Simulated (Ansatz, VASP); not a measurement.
NaH4: VASP beside Ansatz

Contents of INCAR:

```
PREC     = Accurate       # precision mode
ENCUT    = 500            # plane-wave cutoff, eV
EDIFF    = 1E-7           # SCF threshold, eV
ISMEAR   = 0              # smearing method
SIGMA    = 0.1            # smearing width, eV
LREAL    = False          # projectors in reciprocal space
LASPH    = True           # aspherical terms in the spheres
NELM     = 120            # most SCF steps
ALGO     = Normal         # electronic algorithm
ISIF     = 3              # what is computed and relaxed
LWAVE    = False          # write WAVECAR
LCHARG   = False          # write CHGCAR
GGA      = PE             # functional
IBRION   = 2              # ionic algorithm
NSW      = 90             # ionic steps
EDIFFG   = -0.04          # ionic threshold
GGA_COMPAT= False        
NELMIN   = 4
```

The input KPOINTS:

```
regular mesh
0
Gamma
  6 6 4
```

The input POSCAR:

```
NaH4
1.0
    3.4215189900      0.0000000000      0.0000000000
   -1.7107594900      2.9631223600      0.0000000000
    0.0000000000      0.0000000000      7.3904810100
Na H
1 4
Direct
    0.0000000000      0.0000000000      0.0000000000
    0.3333333300      0.6666666700      0.2500000000
    0.3333333300      0.6666666700      0.7500000000
    0.6666666700      0.3333333300      0.2500000000
    0.6666666700      0.3333333300      0.7500000000
```

Input for Ansatz:

```yaml
crystal:
  lattice:
    - [3.42151899, 0.0, 0.0]
    - [-1.71075949, 2.96312236, 0.0]
    - [0.0, 0.0, 7.39048101]
  atoms:
    - { symbol: Na, position: [0.0, 0.0, 0.0] }
    - { symbol: H, position: [0.33333333, 0.66666667, 0.25] }
    - { symbol: H, position: [0.33333333, 0.66666667, 0.75] }
    - { symbol: H, position: [0.66666667, 0.33333333, 0.25] }
    - { symbol: H, position: [0.66666667, 0.33333333, 0.75] }
basis:
  ecutwfc: 420
kpoints:
  mp_grid: { grid: [6, 6, 4] }
hamiltonian:
  xc: pbe
scf:
  occupations: { method: gaussian, width: 0.1 }
  lower_state_search: "off"
output:
  forces: true
  stress: true
  eigenvalues: true
relax:
  adjacent_minimum: "off"
  f_tol: 0.04
  max_steps: 70
  cell: { stress_tol: 0.4 }
```

Change from the starting cell: ordered vacancies on the cation sites of aluminium diboride (P6/mmm, No. 191).

Alike in both runs: task relaxation of cell and atoms; functional PBE; k mesh 6 × 6 × 4; occupations gaussian, width 0.1 eV; no spin polarisation.

```csv
,VASP,Ansatz
version,VASP 6.6.1,Ansatz 0.2.0
potentials or method,"VASP PAW PBE potentials, release 64 (Na_pv, H), cutoff 500 eV","scalar-relativistic, plane waves, PAW"
valence electrons in the cell,11,13
```

|  | VASP | Ansatz | Ansatz less VASP |
| --- | --- | --- | --- |
| gap on the k mesh at the Fermi level, each at its own relaxed structure (eV) | none | none | - |
| relaxed volume (Å³/atom) | 9.11 | 9.92 | +0.813 |
| relaxed cell length with the largest relative difference (Å) | 6.317 | 6.738 | +0.4211 |

A gap of «none» marks a metal or a gap that the smearing closes. One of these differences is far larger than is usual between the two programs; its cause wasn't traced. VASP's potentials hold 11 valence electrons a cell and Ansatz's 13, so a difference there can come from the potentials and not from the codes.

Noted on VASP's run: the volume moved by over 15 % at a fixed basis, so the end points are rough.
